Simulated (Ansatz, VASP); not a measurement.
# One calculation of Fe, two programs

```xyz
4
Lattice="1.7633 -3.6653 0.0000 1.7633 3.6653 0.0000 0.0000 0.0000 3.5096" Properties=species:S:1:pos:R:3 pbc="T T T"
Fe    1.7633    2.5759    0.0000
Fe    1.7633   -1.0894    1.7548
Fe    1.7633   -2.5759    3.5096
Fe    1.7633    1.0894    1.7548
```

Alike in both runs: functional PBE; k mesh 6 × 6 × 4; occupations gaussian, width 0.1 eV; collinear spin.

Ansatz relaxed the structure, and its values are those at the end. VASP's run is a single point on that final structure, the one shown.

```csv
,VASP,Ansatz
version,VASP 6.6.1,Ansatz 0.2.0
potentials or method,"VASP PAW PBE potentials, release 64 (Fe_sv), cutoff 690 eV","scalar-relativistic, plane waves, PAW"
valence electrons in the cell,64,64
```

```csv
,VASP,Ansatz,Ansatz less VASP
gap on the k mesh at the Fermi level (eV),none,none,-
pressure (GPa),-1.4,0.1,+1.49
rms of the force components (eV/Å),0.003,0.002,-0.0006
net moment per atom (μB),0.00,0.00,0.000
```

A gap of «none» marks a metal or a gap that the smearing closes. Ansatz's warnings: seeded moment not kept.

The k mesh is coarse, so the values compare programs but aren't converged.
